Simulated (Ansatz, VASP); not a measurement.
**ZrC in VASP and in Ansatz**

```
CELL_PARAMETERS angstrom
0.00000 2.33668 2.33668
2.33668 0.00000 2.33668
2.33668 2.33668 0.00000
ATOMIC_POSITIONS crystal
Zr 0.50000 0.50000 0.50000
C 0.00000 0.00000 0.00000
```

Alike in both runs: functional PBE; dispersion D3(BJ); k mesh 12 × 12 × 12; no spin polarisation.

Ansatz relaxed the structure, and its values are those at the end. VASP's run is a single point on that final structure, the one shown.

|  | VASP | Ansatz |
| --- | --- | --- |
| version | VASP 6.6.1 | Ansatz 0.2.0 |
| potentials or method | VASP PAW PBE potentials, release 64 (Zr_sv, C), cutoff 520 eV | plane waves, PAW |
| occupations | methfessel-paxton of order 1, width 0.1 eV | cold, width 0.1 eV |
| valence electrons in the cell | 16 | 16 |

|  | VASP | Ansatz | Ansatz less VASP |
| --- | --- | --- | --- |
| pressure (GPa) | 0.3 | 0.0 | -0.26 |
